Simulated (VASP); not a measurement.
# Ca7F16 (a cell with a defect) in VASP: single point with PBEsol

Aim: the single point of Ca7F16 (a cell with a defect) with PBEsol.

Program: VASP 6.6.1. These are calculated values, not measurements. Logs are shortened: lines on timing, memory, paths and dates and some standing lists are left out, and cuts for length are marked.

### Step 1. The cell of the first run

The cell holds a defect, 23 atoms: a = 7.501 Å, b = 7.501 Å, c = 7.501 Å, α = 60.00°, β = 60.00°, γ = 60.00°.

### Step 2. Single point, PBEsol, collinear spin

INCAR

```
SYSTEM = Ca7F16
PREC = Accurate
ENCUT = 520
EDIFF = 1E-6
ISMEAR = 0
SIGMA = 0.05
LREAL = .FALSE.
LASPH = .TRUE.
NELM = 200
ALGO = Normal
ISIF = 2
LWAVE = .FALSE.
LCHARG = .FALSE.
ISPIN = 2
MAGMOM = 0 0 0 1 0 0 0 0 0 0 0 0 0 0 0 0 0 0 0 0 0 0 0
LORBIT = 11
GGA = PS
NBANDS = 112
NELECT = 183.0
GGA_COMPAT = .FALSE.
```

KPOINTS

```
Automatic mesh
0
G
  2 2 2
  0 0 0
```

POSCAR

```
Ca7F16
1.0
    0.0000000000      5.3043000000      5.3043000000
    5.3043000000      0.0000000000      5.3043000000
    5.3043000000      5.3043000000      0.0000000000
Ca F
7 16
Direct
    0.0000000000      0.0000000000      0.0000000000
    0.0000000000      0.0000000000      0.5000000000
    0.0000000000      0.5000000000      0.5000000000
    0.0000000000      0.5000000000      0.0000000000
    0.5000000000      0.0000000000      0.5000000000
    0.5000000000      0.5000000000      0.0000000000
    0.5000000000      0.5000000000      0.5000000000
    0.1035800834      0.1321400155      0.1321399506
    0.3681549492      0.3772818266      0.3772816121
    0.1227181734      0.1318450508      0.6227183879
    0.3678599845      0.3964199166      0.8678600494
    0.1227183073      0.6227183073      0.1318449198
    0.3678597884      0.8678597884      0.3964206157
    0.1227183073      0.6227183073      0.6227184657
    0.3678597884      0.8678597884      0.8678598075
    0.6321402116      0.1321402116      0.1321401925
    0.8772816927      0.3772816927      0.3772815343
    0.6321402116      0.1321402116      0.6035793843
    0.8772816927      0.3772816927      0.8681550802
    0.6321400155      0.6035800834      0.1321399506
    0.8772818266      0.8681549492      0.3772816121
    0.6318450508      0.6227181734      0.6227183879
    0.8964199166      0.8678599845      0.8678600494
```

Potentials or basis: VASP PAW PBE potentials, release 64 (Ca_sv, F).

The run is started by

```
cat potpaw_PBE.64/Ca_sv/POTCAR potpaw_PBE.64/F/POTCAR > POTCAR
mpirun -np 1 vasp_std > vasp.out
```

OUTCAR:

```text
SYSTEM = Ca7F16
   PREC = Accurate
   ENCUT = 520
   EDIFF = 1E-6
   ISMEAR = 0
   LREAL = .FALSE.
   LASPH = .TRUE.
   NELM = 200
   ISIF = 2
   ISPIN = 2
   LORBIT = 11
   GGA = PS
   NELECT = 183.0

 ion  position               nearest neighbor table
   1  0.000  0.000  0.000-  15 2.26  16 2.26   8 2.26  23 2.26  21 2.31  10 2.31  12 2.31  19 2.31

   2  0.000  0.000  0.500-  13 2.26  18 2.26   8 2.26  23 2.26  21 2.31  10 2.31  17 2.31  14 2.31

   3  0.000  0.500  0.500-   9 2.25  10 2.25  21 2.25  22 2.25  12 2.25  19 2.25  17 2.25  14 2.25
[... 11 lines left out ...]
  10  0.123  0.132  0.623-   3 2.25   1 2.31   2 2.31   5 2.31
  11  0.368  0.396  0.868-   4 2.26   7 2.26   6 2.26
  12  0.123  0.623  0.132-   3 2.25   4 2.31   1 2.31   6 2.31
  13  0.368  0.868  0.396-   2 2.26   7 2.26   5 2.26
  14  0.123  0.623  0.623-   3 2.25   4 2.31   2 2.31   7 2.31
  15  0.368  0.868  0.868-   1 2.26   6 2.26   5 2.26
  16  0.632  0.132  0.132-   1 2.26   6 2.26   5 2.26
  17  0.877  0.377  0.377-   3 2.25   4 2.31   2 2.31   7 2.31
  18  0.632  0.132  0.604-   2 2.26   7 2.26   5 2.26
  19  0.877  0.377  0.868-   3 2.25   4 2.31   1 2.31   6 2.31
  20  0.632  0.604  0.132-   4 2.26   7 2.26   6 2.26
  21  0.877  0.868  0.377-   3 2.25   1 2.31   2 2.31   5 2.31
  22  0.632  0.623  0.623-   3 2.25   6 2.31   7 2.31   5 2.31
  23  0.896  0.868  0.868-   4 2.26   2 2.26   1 2.26

  LATTYP: Found a face centered cubic cell.
 ALAT       =    10.6086000000

  Lattice vectors:

 A1 = (   0.0000000000,   5.3043000000,   5.3043000000)
 A2 = (   5.3043000000,   0.0000000000,   5.3043000000)
 A3 = (   5.3043000000,   5.3043000000,   0.0000000000)

Analysis of symmetry for initial positions (statically):
=====================================================================
 Subroutine PRICEL returns:
 Original cell was already a primitive cell.

 Routine SETGRP: Setting up the symmetry group for a
 face centered cubic supercell.

 Subroutine GETGRP returns: Found 48 space group operations
 (whereof  8 operations were pure point group operations)
 out of a pool of 48 trial point group operations.

The static configuration has the point symmetry D_2h.
 The point group associated with its full space group is O_h .

Analysis of symmetry for dynamics (positions and initial velocities):
=====================================================================
 Subroutine PRICEL returns:
 Original cell was already a primitive cell.

 Routine SETGRP: Setting up the symmetry group for a
 face centered cubic supercell.

 Subroutine GETGRP returns: Found 48 space group operations
 (whereof  8 operations were pure point group operations)
 out of a pool of 48 trial point group operations.

The dynamic configuration has the point symmetry D_2h.
 The point group associated with its full space group is O_h .

Analysis of structural, dynamic, and magnetic symmetry:
=====================================================================
 Subroutine PRICEL returns:
 Original cell was already a primitive cell.

 Routine SETGRP: Setting up the symmetry group for a
 face centered cubic supercell.

 Subroutine GETGRP returns: Found  8 space group operations
 (whereof  2 operations were pure point group operations)
 out of a pool of 48 trial point group operations.

The overall configuration has the point symmetry S_2 .
 The point group associated with its full space group is D_2h.

 Subroutine INISYM returns: Found  8 space group operations
 (whereof  2 operations are pure point group operations),
 and found     1 'primitive' translations

----------------------------------------------------------------------------------------

                                     Primitive cell

  volume of cell :     298.4793

  direct lattice vectors                    reciprocal lattice vectors
     0.000000000  5.304300000  5.304300000    -0.094263145  0.094263145  0.094263145
     5.304300000  0.000000000  5.304300000     0.094263145 -0.094263145  0.094263145
     5.304300000  5.304300000  0.000000000     0.094263145  0.094263145 -0.094263145

  length of vectors
     7.501412999  7.501412999  7.501412999     0.163268556  0.163268556  0.163268556

  position of ions in fractional coordinates (direct lattice)
     0.000000000  0.000000000  0.000000000
[... 88 lines left out ...]
   NGX,Y,Z   is equivalent  to a cutoff of  12.41, 12.41, 12.41 a.u.
   NGXF,Y,Z  is equivalent  to a cutoff of  24.82, 24.82, 24.82 a.u.
 SYSTEM =  Ca7F16
   PREC   = accura    normal or accurate (medium, high low for compatibility)
   ISTART =      0    job   : 0-new  1-cont  2-samecut
   ICHARG =      2    charge: 1-file 2-atom 10-const
   ISPIN  =      2    spin polarized calculation?
   LNONCOLLINEAR =      F non collinear calculations
   LSORBIT =      F    spin-orbit coupling
   LASPH  =      T    aspherical Exc in radial PAW
   ENCUT  =  520.0 eV  38.22 Ry    6.18 a.u.  13.95 13.95 13.95*2*pi/ulx,y,z
   NELM   =    200;   NELMIN=  2; NELMDL= -5     # of ELM steps
   EDIFF  = 0.1E-05   stopping-criterion for ELM
   LREAL  =      F    real-space projection
   EDIFFG = 0.1E-04   stopping-criterion for IOM
   NSW    =      0    number of steps for IOM
   IBRION =     -1    ionic relax: 0-MD 1-quasi-New 2-CG
   NFREE  =      0    steps in history (QN), initial steepest desc. (CG)
   ISIF   =      2    stress and relaxation
   ISYM   =      2    0-nonsym 1-usesym 2-fastsym
   POTIM  = 0.5000    time-step for ionic-motion
   TEBEG  =    0.0;   TEEND  =   0.0 temperature during run
   PSTRESS=    0.0 pullay stress
   NELECT =     183.0000    total number of electrons
   NUPDOWN=      -1.0000    fix difference up-down
   EMIN   =  10.00;   EMAX   =-10.00  energy-range for DOS
   EFERMI =   0.00;   METHOD = LEGACY
   ISMEAR =     0;   SIGMA  =   0.05  broadening in eV -4-tet -1-fermi 0-gaus
   EFERMI_NEDOS =   21; number of points for ismear=-14 and -15
   IALGO  =     38    algorithm
   IMIX   =      4    mixing-type and parameters
     AMIX     =   0.40;   BMIX     =  1.00
     AMIX_MAG =   1.60;   BMIX_MAG =  1.00
  volume/ion in A,a.u.               =      12.98        87.58
  Fermi-wavevector in a.u.,A,eV,Ry     =   1.390765  2.628165 26.316764  1.934228
  Thomas-Fermi vector in A             =   2.514669
   LORBIT       =     11    0 simple, 1 ext, 2 COOP (PROOUT), +10 PAW based schemes
   GGA     = PS    functional components
   LHFCALC =     F    Hartree Fock is set to
   AEXX    =    0.0000 exact exchange contribution
   IVDW    =     0    specifies the selected vdW correction
   LEPSILON=     F    determine dielectric tensor
   LRPA    =     F    only Hartree local field effects (RPA)
 spin polarized calculation
 Gauss-broadening in eV      SIGMA  =   0.05
  energy-cutoff  :      520.00
  volume of cell :      298.48
 maximum number of plane-waves:      8080
 NGX is ok and might be reduce to    56
   NGX = 27   NGY = 27   NGZ = 27

 number of electron     182.9999986 magnetization       0.0002614

 number of electron     182.9999986 magnetization      -0.0006642

 Free energy of the ion-electron system (eV)
  ---------------------------------------------------
  ext. energy  EPLUGINS =         0.00000000
  ---------------------------------------------------
  free energy    TOTEN  =      -127.86548913 eV

  energy without entropy =     -127.85053556  energy(sigma->0) =     -127.85801234

 E-fermi :  -1.2419     XC(G=0):  -9.9998

 val. band max:       -1.2887813942   @ k =   0.0000   0.0000   0.0000
 cond. band min:      -1.2071368601   @ k =   0.5000   0.5000   0.0000
 fundamental gap:      0.0816445341
 Fermi energy:        -1.2418956628

 spin component 1

 k-point     1 :       0.0000    0.0000    0.0000
  band No.  band energies     occupation
      1     -36.7976      1.00000
      2     -36.7200      1.00000
      3     -36.6890      1.00000
      4     -36.6890      1.00000
      5     -36.6890      1.00000
      6     -36.6691      1.00000
[... 519 lines left out ...]
    102       8.4549      0.00000
    103       8.4549      0.00000
 Fermi energy:        -1.2418956628

 spin component 2

 k-point     1 :       0.0000    0.0000    0.0000
  band No.  band energies     occupation
      1     -36.7976      1.00000
      2     -36.7200      1.00000
      3     -36.6890      1.00000
      4     -36.6890      1.00000
      5     -36.6890      1.00000
      6     -36.6691      1.00000
[... 519 lines left out ...]
    102       8.4549      0.00000
    103       8.4549      0.00000
 [bands above 103 left out]

------------------------ aborting loop because EDIFF is reached ----------------------------------------

  FORCE on cell =-STRESS in cart. coord.  units (eV):
  Direction    XX          YY          ZZ          XY          YZ          ZX
  --------------------------------------------------------------------------------------
  -------------------------------------------------------------------------------------
  Total       19.6056432     19.6056432     19.6056179     -0.0000014      0.0000000      0.0000000
  in kB      105.2391773    105.2391773    105.2390416     -0.0000077      0.0000000      0.0000000
  external PRESSURE =     105.2391320 kB  Pullay stress =       0.0000000 kB

 VOLUME and BASIS-vectors are now :
 -----------------------------------------------------------------------------
  energy-cutoff  :      520.00
  volume of cell :      298.48
      direct lattice vectors                 reciprocal lattice vectors
     0.000000000  5.304300000  5.304300000    -0.094263145  0.094263145  0.094263145
     5.304300000  0.000000000  5.304300000     0.094263145 -0.094263145  0.094263145
     5.304300000  5.304300000  0.000000000     0.094263145  0.094263145 -0.094263145

 POSITION                                       TOTAL-FORCE (eV/Angst)
 -----------------------------------------------------------------------------------
      0.00000      0.00000      0.00000        -0.000000      0.000000      0.000000
      2.65215      2.65215      0.00000         0.000000      0.000000      0.000000
      5.30430      2.65215      2.65215         0.000000      0.000000      0.000000
      2.65215      0.00000      2.65215         0.000000      0.000000      0.000000
      2.65215      5.30430      2.65215        -0.000000      0.000000      0.000000
      2.65215      2.65215      5.30430        -0.000000      0.000000      0.000000
[... 15 lines left out ...]
      6.60617      6.65458      6.65458         0.021286     -0.021286     -0.021288
      9.20678      9.35827      9.35827         0.011141     -0.011141     -0.011143
 -----------------------------------------------------------------------------------
    total drift:                                0.000000      0.000000      0.000000

  FREE ENERGIE OF THE ION-ELECTRON SYSTEM (eV)
  ---------------------------------------------------
  free  energy   TOTEN  =      -127.8654891287 eV

  energy  without entropy=     -127.8505355591  energy(sigma->0) =     -127.85801234

 total charge

# of ion       s       p       d       tot
------------------------------------------
    1        2.031   5.888   0.282   8.201
    2        2.031   5.888   0.282   8.201
    3        2.035   5.897   0.305   8.237
    4        2.031   5.888   0.282   8.201
    5        2.031   5.888   0.282   8.201
    6        2.031   5.888   0.282   8.201
[... 15 lines left out ...]
   22        1.735   4.392   0.000   6.126
   23        1.736   4.356   0.000   6.092
--------------------------------------------------
tot         41.989 111.202   1.997 155.188

 magnetization (x)

# of ion       s       p       d       tot
------------------------------------------
    1       -0.000  -0.000   0.000  -0.000
    2       -0.000  -0.000   0.000  -0.000
    3       -0.000   0.000   0.000  -0.000
    4        0.000  -0.000   0.000   0.000
    5       -0.000  -0.000   0.000  -0.000
    6       -0.000  -0.000   0.000  -0.000
[... 15 lines left out ...]
   22       -0.000  -0.000   0.000  -0.000
   23       -0.000  -0.000   0.000  -0.000
--------------------------------------------------
tot         -0.000  -0.001   0.000  -0.001
```

It took 7.6 min on 1 thread of Intel Xeon 6975P-C (Granite Rapids), shared host; peak memory 0.67 GiB.

Results:

* Free energy: -127.8655 eV
* Largest force: 0.037 eV/Å
* Net moment: 0.00 μB per cell
* Valence electrons inside the program's atomic spheres: Ca 8.20, 8.24 (each value once); F 6.09, 6.13 (each value once)

Forces on the atoms (eV/Å):
```
Ca   0.000  0.000  0.000
Ca   0.000  0.000  0.000
Ca   0.000  0.000  0.000
Ca   0.000  0.000  0.000
Ca   0.000  0.000  0.000
Ca   0.000  0.000  0.000
Ca   0.000  0.000  0.000
F   -0.011  0.011  0.011
F   -0.021  0.021  0.021
F   -0.021  0.021 -0.021
F   -0.011  0.011 -0.011
F   -0.021 -0.021  0.021
F   -0.011 -0.011  0.011
F    0.021  0.021  0.021
F    0.011  0.011  0.011
F   -0.011 -0.011 -0.011
F   -0.021 -0.021 -0.021
F    0.011  0.011 -0.011
F    0.021  0.021 -0.021
F    0.011 -0.011  0.011
F    0.021 -0.021  0.021
F    0.021 -0.021 -0.021
F    0.011 -0.011 -0.011
```

Caveat: the k points lie up to 0.51 Å⁻¹ apart; the cell carries a net charge on a neutralising background, which shifts energy and pressure; the cell is charged against a uniform background, so pressure and absolute levels hang on convention; the PAW data sets were made with another functional, which shifts forces and pressure a little.
